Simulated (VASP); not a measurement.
# ZrS (I4/mmm) in VASP: a series of runs

Runs on ZrS. Level: PBEsol. Tasks: single point.

Everything below comes from runs of VASP 6.6.1. Logs are shortened: lines on timing, memory, paths and dates and some standing lists are left out, and cuts for length are marked.

## 1. The cell of the first run

Symmetry: I4/mmm, No. 139, tetragonal system. The conventional cell has a = 3.968 Å, b = 3.968 Å, c = 4.378 Å, α = 90.00°, β = 90.00°, γ = 90.00°. Zr (site symmetry 4/mmm) has 6 S at 2.19 to 2.81 Å within 2.9 Å. S (site symmetry 4/mmm) has 6 Zr at 2.19 to 2.81 Å within 2.9 Å.

## 2. Single point, PBEsol

INCAR

```
SYSTEM = ZrS
ALGO = Normal ; EDIFF = 1E-6
ENCUT = 520 ; GGA = PS
ISIF = 2 ; ISMEAR = 0
LASPH = .TRUE. ; LCHARG = .TRUE.
LELF = .TRUE. ; LREAL = .FALSE.
LVHAR = .TRUE. ; LWAVE = .FALSE.
NBANDS = 16 ; NELM = 100
PREC = Accurate ; SIGMA = 0.15
```

KPOINTS

```
k-points
0
G
  22 22 22
  0 0 0
```

POSCAR

```
ZrS
1.0
    0.0000000000      2.8061154878      2.1887700805
    2.8061154878      0.0000000000      2.1887700805
    2.8061154878      2.8061154878      0.0000000000
Zr S
1 1
Direct
    0.0000000000      0.0000000000      0.0000000000
    0.5000000000      0.5000000000      0.5000000000
```

Potentials or basis: VASP PAW PBE potentials, release 64 (Zr_sv, S).

The run is started by

```console
cat potpaw_PBE.64/Zr_sv/POTCAR potpaw_PBE.64/S/POTCAR > POTCAR
mpirun -np 1 vasp_std > vasp.out
```

OUTCAR:

```text
SYSTEM = ZrS
   EDIFF = 1E-6
   ENCUT = 520
   GGA = PS
   ISIF = 2
   ISMEAR = 0
   LASPH = .TRUE.
   LREAL = .FALSE.
   NELM = 100
   PREC = Accurate

 ion  position               nearest neighbor table
   1  0.000  0.000  0.000-   2 2.19   2 2.19   2 2.81   2 2.81   2 2.81   2 2.81
   2  0.500  0.500  0.500-   1 2.19   1 2.19   1 2.81   1 2.81   1 2.81   1 2.81

  LATTYP: Found a body centered tetragonal cell.
 ALAT       =     3.9684465804
 C/A-ratio  =     1.1030865787

  Lattice vectors:

 A1 = (   0.0000000000,  -2.8061154878,  -2.1887700805)
 A2 = (   0.0000000000,   2.8061154878,  -2.1887700805)
 A3 = (   2.8061154878,   0.0000000000,   2.1887700805)

Analysis of symmetry for initial positions (statically):
=====================================================================
 Subroutine PRICEL returns:
 Original cell was already a primitive cell.

 Routine SETGRP: Setting up the symmetry group for a
 body centered tetragonal supercell.

 Subroutine GETGRP returns: Found 16 space group operations
 (whereof 16 operations were pure point group operations)
 out of a pool of 16 trial point group operations.

The static configuration has the point symmetry D_4h.

Analysis of symmetry for dynamics (positions and initial velocities):
=====================================================================
 Subroutine PRICEL returns:
 Original cell was already a primitive cell.

 Routine SETGRP: Setting up the symmetry group for a
 body centered tetragonal supercell.

 Subroutine GETGRP returns: Found 16 space group operations
 (whereof 16 operations were pure point group operations)
 out of a pool of 16 trial point group operations.

The dynamic configuration has the point symmetry D_4h.

 Subroutine INISYM returns: Found 16 space group operations
 (whereof 16 operations are pure point group operations),
 and found     1 'primitive' translations

----------------------------------------------------------------------------------------

                                     Primitive cell

  volume of cell :      34.4700

  direct lattice vectors                    reciprocal lattice vectors
     0.000000000  2.806115488  2.188770080    -0.178182260  0.178182260  0.228438795
     2.806115488  0.000000000  2.188770080     0.178182260 -0.178182260  0.228438795
     2.806115488  2.806115488  0.000000000     0.178182260  0.178182260 -0.228438795

  length of vectors
     3.558791733  3.558791733  3.968446580     0.340120742  0.340120742  0.340120742

  position of ions in fractional coordinates (direct lattice)
     0.000000000  0.000000000  0.000000000
     0.500000000  0.500000000  0.500000000

  ion indices of the primitive-cell ions
   primitive index   ion index
                 1           1
                 2           2

----------------------------------------------------------------------------------------

 KPOINTS: k-points

Automatic generation of k-mesh.
 Grid dimensions read from file:
 generate k-points for:   22   22   22

 Generating k-lattice:

  Cartesian coordinates                     Fractional coordinates (reciprocal lattice)
    -0.008099194  0.008099194  0.010383582     0.045454545  0.000000000  0.000000000
     0.008099194 -0.008099194  0.010383582     0.000000000  0.045454545  0.000000000
     0.008099194  0.008099194 -0.010383582    -0.000000000 -0.000000000  0.045454545

  Length of vectors
     0.015460034  0.015460034  0.015460034

  Shift w.r.t. Gamma in fractional coordinates (k-lattice)
     0.000000000  0.000000000  0.000000000

 Subroutine IBZKPT returns following result:
 ===========================================

 Found    834 irreducible k-points:

 Following reciprocal coordinates:
            Coordinates               Weight
  0.000000  0.000000  0.000000      1.000000
  0.045455  0.000000  0.000000      8.000000
  0.090909  0.000000  0.000000      8.000000
  0.136364  0.000000  0.000000      8.000000
  0.181818  0.000000  0.000000      8.000000
  0.227273 -0.000000  0.000000      8.000000
[... 16 lines left out ...]
  0.500000  0.045455  0.000000      8.000000
 -0.454545  0.045455  0.000000      8.000000
 [... further k-points ...]
   k-points           NKPTS =    834   k-points in BZ     NKDIM =    834   number of bands    NBANDS=     16
   number of dos      NEDOS =    301   number of ions     NIONS =      2
   total plane-waves  NPLWV =  23520
   dimension x,y,z NGX =    28 NGY =   28 NGZ =   30
   dimension x,y,z NGXF=    56 NGYF=   56 NGZF=   60
   ions per type =               1   1
   NGX,Y,Z   is equivalent  to a cutoff of  13.08, 13.08, 12.57 a.u.
   NGXF,Y,Z  is equivalent  to a cutoff of  26.16, 26.16, 25.14 a.u.
 SYSTEM =  ZrS
   PREC   = accura    normal or accurate (medium, high low for compatibility)
   ISTART =      0    job   : 0-new  1-cont  2-samecut
   ICHARG =      2    charge: 1-file 2-atom 10-const
   ISPIN  =      1    spin polarized calculation?
   LNONCOLLINEAR =      F non collinear calculations
   LSORBIT =      F    spin-orbit coupling
   LASPH  =      T    aspherical Exc in radial PAW
   ENCUT  =  520.0 eV  38.22 Ry    6.18 a.u.   6.62  6.62  7.38*2*pi/ulx,y,z
   NELM   =    100;   NELMIN=  2; NELMDL= -5     # of ELM steps
   EDIFF  = 0.1E-05   stopping-criterion for ELM
   LREAL  =      F    real-space projection
   EDIFFG = 0.1E-04   stopping-criterion for IOM
   NSW    =      0    number of steps for IOM
   IBRION =     -1    ionic relax: 0-MD 1-quasi-New 2-CG
   NFREE  =      0    steps in history (QN), initial steepest desc. (CG)
   ISIF   =      2    stress and relaxation
   ISYM   =      2    0-nonsym 1-usesym 2-fastsym
   POTIM  = 0.5000    time-step for ionic-motion
   TEBEG  =    0.0;   TEEND  =   0.0 temperature during run
   PSTRESS=    0.0 pullay stress
   NELECT =      18.0000    total number of electrons
   NUPDOWN=      -1.0000    fix difference up-down
   EMIN   =  10.00;   EMAX   =-10.00  energy-range for DOS
   EFERMI =   0.00;   METHOD = LEGACY
   ISMEAR =     0;   SIGMA  =   0.15  broadening in eV -4-tet -1-fermi 0-gaus
   EFERMI_NEDOS =   21; number of points for ismear=-14 and -15
   IALGO  =     38    algorithm
   IMIX   =      4    mixing-type and parameters
     AMIX     =   0.40;   BMIX     =  1.00
     AMIX_MAG =   1.60;   BMIX_MAG =  1.00
  volume/ion in A,a.u.               =      17.23       116.31
  Fermi-wavevector in a.u.,A,eV,Ry     =   1.318313  2.491251 23.646240  1.737950
  Thomas-Fermi vector in A             =   2.448292
   LORBIT       =      0    0 simple, 1 ext, 2 COOP (PROOUT), +10 PAW based schemes
   GGA     = PS    functional components
   LHFCALC =     F    Hartree Fock is set to
   AEXX    =    0.0000 exact exchange contribution
   IVDW    =     0    specifies the selected vdW correction
   LEPSILON=     F    determine dielectric tensor
   LRPA    =     F    only Hartree local field effects (RPA)
 non-spin polarized calculation
 Gauss-broadening in eV      SIGMA  =   0.15
  energy-cutoff  :      520.00
  volume of cell :       34.47
 maximum number of plane-waves:       952
   NGX = 13   NGY = 13   NGZ = 15

 number of electron      18.0000000 magnetization

 Free energy of the ion-electron system (eV)
  ---------------------------------------------------
  ext. energy  EPLUGINS =         0.00000000
  ---------------------------------------------------
  free energy    TOTEN  =       -14.60461040 eV

  energy without entropy =      -14.58939187  energy(sigma->0) =      -14.59700113

 E-fermi :  10.9338     XC(G=0): -11.5862

 val. band max:       10.9332805908   @ k =  -0.2727   0.3636   0.1818
 cond. band min:      10.9350854956   @ k =  -0.4091   0.1818   0.0455
 fundamental gap:      0.0018049048
 Fermi energy:        10.9338266738

 k-point     1 :       0.0000    0.0000    0.0000
  band No.  band energies     occupation
      1     -38.4373      2.00000
      2     -16.8851      2.00000
      3     -16.3954      2.00000
      4     -16.3954      2.00000
      5      -5.0179      2.00000
      6       7.3382      2.00000
[... 8 lines left out ...]
     15      18.8294      0.00000
     16      21.7447      0.00000

 k-point     2 :       0.0455    0.0000    0.0000
  band No.  band energies     occupation
      1     -38.4365      2.00000
      2     -16.8918      2.00000
      3     -16.3998      2.00000
      4     -16.3976      2.00000
      5      -4.9801      2.00000
      6       7.0990      2.00000
[... 8 lines left out ...]
     15      18.9067      0.00000
     16      21.6721      0.00000

 k-point     3 :       0.0909    0.0000    0.0000
  band No.  band energies     occupation
      1     -38.4341      2.00000
      2     -16.9120      2.00000
      3     -16.4117      2.00000
      4     -16.4040      2.00000
      5      -4.8682      2.00000
      6       6.6144      2.00000
[... 8 lines left out ...]
     15      19.0911      0.00000
     16      21.5069      0.00000

 k-point     4 :       0.1364    0.0000    0.0000
  band No.  band energies     occupation
      1     -38.4304      2.00000
      2     -16.9451      2.00000
      3     -16.4286      2.00000
      4     -16.4141      2.00000
      5      -4.6876      2.00000
      6       6.0815      2.00000
[... 8 lines left out ...]
     15      19.2208      0.00000
     16      21.4435      0.00000
[... 324 lines left out ...]
 k-point    22 :       0.4545    0.0455    0.0000
  band No.  band energies     occupation
      1     -38.3977      2.00000
      2     -17.2735      2.00000
      3     -16.5107      2.00000
      4     -16.5032      2.00000
      5      -2.6673      2.00000
      6       2.9330      2.00000
[... 8 lines left out ...]
     15      16.6089      0.00000
     16      19.0043      0.00000

 k-point    23 :       0.5000    0.0455    0.0000
  band No.  band energies     occupation
      1     -38.3969      2.00000
      2     -17.2765      2.00000
      3     -16.5144      2.00000
      4     -16.5051      2.00000
      5      -2.6629      2.00000
      6       2.8869      2.00000
[... 8 lines left out ...]
     15      16.7810      0.00000
     16      18.9325      0.00000

 k-point    24 :      -0.4545    0.0455    0.0000
  band No.  band energies     occupation
      1     -38.3977      2.00000
      2     -17.2628      2.00000
      3     -16.5159      2.00000
      4     -16.5027      2.00000
      5      -2.7899      2.00000
      6       3.0110      2.00000
[... 8 lines left out ...]
     15      16.6318      0.00000
     16      19.1188      0.00000

 [... further k-points ...]
[... 5 lines left out ...]
  --------------------------------------------------------------------------------------
  -------------------------------------------------------------------------------------
  Total       -2.8269151     -2.8269151     24.4778891      0.0000000      0.0000000      0.0000000
  in kB     -131.3959936   -131.3959936   1137.7407779      0.0000000      0.0000000      0.0000000
  external PRESSURE =     291.6495969 kB  Pullay stress =       0.0000000 kB

 VOLUME and BASIS-vectors are now :
 -----------------------------------------------------------------------------
  energy-cutoff  :      520.00
  volume of cell :       34.47
      direct lattice vectors                 reciprocal lattice vectors
     0.000000000  2.806115488  2.188770080    -0.178182260  0.178182260  0.228438795
     2.806115488  0.000000000  2.188770080     0.178182260 -0.178182260  0.228438795
     2.806115488  2.806115488  0.000000000     0.178182260  0.178182260 -0.228438795

 POSITION                                       TOTAL-FORCE (eV/Angst)
 -----------------------------------------------------------------------------------
      0.00000      0.00000      0.00000         0.000000     -0.000000      0.000000
      2.80612      2.80612      2.18877        -0.000000      0.000000      0.000000
 -----------------------------------------------------------------------------------
    total drift:                                0.000000      0.000000      0.000000

  FREE ENERGIE OF THE ION-ELECTRON SYSTEM (eV)
  ---------------------------------------------------
  free  energy   TOTEN  =       -14.6046103983 eV

  energy  without entropy=      -14.5893918651  energy(sigma->0) =      -14.59700113
```

Wall time 12 min (1 thread of AMD EPYC 7R43 (Zen 3), shared host); peak memory 0.49 GiB.

What came out:

- Free energy: -14.6046 eV
- Pressure: 29.2 GPa
- Band gap on the k mesh: zero (band 9 reaches 12.56 eV, above the bottom of band 10 at 8.96 eV)

Levels at points of the mesh, in eV from the Fermi level:
| k point | band 5 | band 6 | band 7 | band 8 | band 9 | band 10 | band 11 | band 12 | band 13 | band 14 |
| --- | --- | --- | --- | --- | --- | --- | --- | --- | --- | --- |
| (0.00, 0.00, 0.00) | -15.95 | -3.60 | -3.60 | -2.08 | -1.98 | -1.98 | -1.96 | -1.18 | 0.65 | 5.29 |
| (0.50, 0.00, 0.00) | -13.56 | -8.10 | -6.49 | -6.28 | 1.29 | 1.90 | 2.72 | 3.27 | 4.89 | 4.94 |
| (0.50, 0.50, 0.00) | -15.12 | -4.99 | -4.99 | -4.04 | -3.48 | 1.83 | 1.83 | 1.83 | 3.90 | 4.68 |
| (0.50, 0.00, 0.50) | -15.28 | -6.54 | -4.02 | -3.38 | -2.74 | -0.45 | 2.04 | 2.37 | 3.63 | 5.41 |

Caveat: the PAW data sets were made with another functional, which shifts forces and pressure a little.

## 3. Single point, PBEsol

This run uses another cell than the first one, of the same volume but with other edges.

INCAR

```
ALGO = Normal ; EDIFF = 1E-6
ENCUT = 520 ; GGA = PS
ISIF = 2 ; ISMEAR = 0
LASPH = T ; LCHARG = F
LREAL = F ; LWAVE = F
NBANDS = 16 ; NELM = 100
PREC = Accurate ; SIGMA = 0.15
```

KPOINTS

```
k-points
0
Gamma
  22 22 22
```

POSCAR

```
ZrS
1.0
    0.0000000000      2.3667694650      3.0768003046
    2.3667694650      0.0000000000      3.0768003046
    2.3667694650      2.3667694650      0.0000000000
Zr S
1 1
Direct
    0.0000000000      0.0000000000      0.0000000000
    0.5000000000      0.5000000000      0.5000000000
```

Potentials or basis: VASP PAW PBE potentials, release 64 (Zr_sv, S).

The run is started by

```console
cat potpaw_PBE.64/Zr_sv/POTCAR potpaw_PBE.64/S/POTCAR > POTCAR
mpirun -np 1 vasp_std > vasp.out
```

Wall time 13 min (1 thread of AMD EPYC 7R43 (Zen 3), shared host); peak memory 0.49 GiB.

It converged, with:

```yaml
Free_energy: -15.3699 eV
Pressure: 23.1 GPa
Band_gap_on_the_k_mesh: zero (band 9 reaches 12.61 eV, above the bottom of band 10 at 8.61 eV)
```

Stress tensor (GPa, compression positive):
```
 42.22   0.00   0.00
  0.00  42.22   0.00
  0.00   0.00 -15.19
```

Levels at points of the mesh, in eV from the Fermi level:
| k point | band 5 | band 6 | band 7 | band 8 | band 9 | band 10 | band 11 | band 12 | band 13 | band 14 |
| --- | --- | --- | --- | --- | --- | --- | --- | --- | --- | --- |
| (0.00, 0.00, 0.00) | -16.06 | -3.82 | -3.13 | -3.02 | -3.02 | -2.34 | -0.28 | -0.20 | -0.20 | 4.48 |
| (0.50, 0.00, 0.00) | -13.83 | -8.31 | -6.46 | -6.29 | 1.66 | 1.81 | 2.19 | 2.83 | 3.60 | 5.57 |
| (0.50, 0.50, 0.00) | -15.52 | -6.80 | -3.94 | -3.44 | -3.44 | 0.05 | 2.30 | 2.30 | 3.20 | 4.94 |
| (0.50, 0.00, 0.50) | -15.26 | -5.37 | -4.43 | -4.39 | -3.29 | 0.71 | 0.78 | 3.74 | 3.75 | 5.07 |

Caveat: the PAW data sets were made with another functional, which shifts forces and pressure a little.
